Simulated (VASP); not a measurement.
Input of a VASP 6.6.1 run:

Contents of INCAR:

```
PREC     = Accurate       # precision mode
ENCUT    = 520            # plane-wave cutoff, eV
EDIFF    = 1E-6           # SCF threshold, eV
ISMEAR   = 0              # smearing method
SIGMA    = 0.15           # smearing width, eV
LREAL    = Auto         
LASPH    = True           # aspherical terms in the spheres
NELM     = 60             # most SCF steps
ALGO     = Normal         # electronic algorithm
ISIF     = 2              # what is computed and relaxed
LWAVE    = False          # write WAVECAR
LCHARG   = False          # write CHGCAR
GGA      = PE             # functional
NBANDS   = 100            # bands
```

File KPOINTS:

```
Automatic mesh
0
Gamma
  3 3 1
```

File POSCAR:

```
W8C9F3
1.0
    5.7988000000      0.0000000000      0.0000000000
    0.0000000000      5.6546000000      0.0000000000
    0.0000000000      0.0000000000     17.1849230000
W C F
8 9 3
Direct
    0.0000000000      0.0000000000      0.0581904848
    0.2540194523     -0.0059583348      0.2052494503
    0.0000000000      0.5000000000      0.0581904848
    0.2540348003      0.5060189934      0.2052545711
    0.5000000000      0.0000000000      0.0581904848
    0.7401536525     -0.0025177731      0.1984606507
    0.5000000000      0.5000000000      0.0581904848
    0.7401367524      0.5025991228      0.1984663533
    0.4968171001      0.2500224596      0.1529196843
    0.1959245016      0.2500146783      0.2926939504
    0.4860184866      0.7500291798      0.1445909883
    0.3154062910      0.7500979733      0.3004029171
    1.0033458647      0.2500259965      0.1495130354
    0.9771271642      0.2501183108      0.2482692532
    0.9920502518      0.7500162699      0.1549715992
    0.5338159619      0.7498006932      0.2777677852
    1.0909217424      0.2499770099      0.3758111107
    0.9534310547      0.4416750964      0.3913908139
    0.9495864662      0.0607259576      0.3909809197
    1.2623953232      0.2473994624      0.4272435786
```

Potentials or basis: VASP PAW PBE potentials, release 64 (W_sv, C, F).

Launch:

```bash
$ cat potpaw_PBE.64/W_sv/POTCAR potpaw_PBE.64/C/POTCAR potpaw_PBE.64/F/POTCAR > POTCAR
$ mpirun -np 1 vasp_std > vasp.out
```

Task: Estimate the largest force.

Result: 2.432 eV/Å.

Task: Estimate the band gap on the k mesh.

Result: Zero (an odd number of electrons rules out a gap without spin polarisation).

Forces on the atoms (eV/Å):
```
W   -0.032 -0.230  0.638
W    0.275 -0.039 -0.049
W   -0.030  0.232  0.637
W    0.275  0.039 -0.049
W    0.028  0.411 -0.573
W   -0.022 -0.044 -0.139
W    0.027 -0.407 -0.573
W   -0.022  0.045 -0.139
C    0.051  0.000  0.019
C   -2.150  0.000  1.136
C    0.106  0.000 -0.038
C   -0.432  0.002 -0.088
C    0.042 -0.001  0.039
C   -0.064  0.001 -0.817
C    0.076  0.000 -0.056
C   -0.123 -0.003 -0.291
C    0.868 -0.003 -0.266
F    0.250  0.246 -0.220
F    0.254 -0.243 -0.232
F    0.625 -0.006  1.062
```

Caveat: the k points lie up to 0.37 Å⁻¹ apart, too coarse for converged energies and pressures of a metal; there is no dipole correction, which matters where the two faces differ; spin-orbit coupling is left out, which moves the levels of the heavy elements; an odd number of electrons without spin polarisation forces a metal; a magnetic or distorted state may lie lower.
